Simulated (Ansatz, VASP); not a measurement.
**One calculation of Bi, two programs**

```
CELL_PARAMETERS angstrom
-1.80761 2.24849 1.82231
1.80761 -2.24849 1.82231
1.80761 2.24849 -1.82231
ATOMIC_POSITIONS crystal
Bi 0.00000 0.00000 0.00000
```

Change from the starting cell: strain +e along x and -e along y -0.1125, strain +e along z and -e/2 along x and y -0.0700.

Alike in both runs: task single point; functional PBE; dispersion D3(BJ); k mesh 16 × 16 × 16; occupations gaussian, width 0.15 eV; no spin polarisation.

```csv
,VASP,Ansatz
version,VASP 6.6.1,Ansatz 0.2.0
potentials or method,"VASP PAW PBE potentials, release 64 (Bi_d), cutoff 520 eV","scalar-relativistic, plane waves, PAW"
valence electrons in the cell,15,15
```

|  | VASP | Ansatz | Ansatz less VASP |
| --- | --- | --- | --- |
| gap on the k mesh at the Fermi level (eV) | none | none | - |
| pressure (GPa) | 1.2 | 1.3 | +0.06 |
| traceless stress, the component that is largest in VASP (GPa) | -0.99 | -0.99 | -0.007 |

A gap of «none» marks a metal or a gap that the smearing closes.

Neither program's run includes spin-orbit coupling.
